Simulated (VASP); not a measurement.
Runs of VASP 6.6.1 on Al. The structure is that of space group Im-3m (No. 229), or close to it. The cells are those of the table. 

```csv
task,level,cell,cutoff (eV),gap on the mesh (eV),pressure (GPa),relaxed volume (Å³/atom)
single point,PBEsol,"a = 2.781 Å, angles 109.5°, 1 atom",520,none,0.1,-
relaxation of cell and atoms,PBEsol,"relaxed from a = 2.756 Å, angles 109.5°, 1 atom",600,none,0.0,(a)
relaxation of cell and atoms,BLYP+D3(BJ),"relaxed from a = 2.756 Å, angles 109.5°, 1 atom",600,none,0.0,15.99
relaxation of cell and atoms,PBEsol+D3(BJ),"relaxed from a = 2.756 Å, angles 109.5°, 1 atom",600,none,0.2,15.86
single point,PBEsol+D3(BJ),"a = 2.742 Å, angles 109.5°, 1 atom",520,none,0.1,-
single point,BLYP+D3(BJ),"a = 2.747 Å, angles 109.5°, 1 atom",520,none,0.2,-
```

Alike in all rows: potentials or basis VASP PAW PBE potentials, release 64 (Al); no spin polarisation; k mesh 15 × 15 × 15; smearing gaussian 0.1 eV.

Q: Fill in the values left out.

A: (a) 16.58.

Caveats: the PAW data sets were made with another functional, which shifts forces and pressure a little; pairwise dispersion overbinds metals, which lowers pressure and volume (some runs).

A gap of «none» marks levels without a gap at the run's occupations.
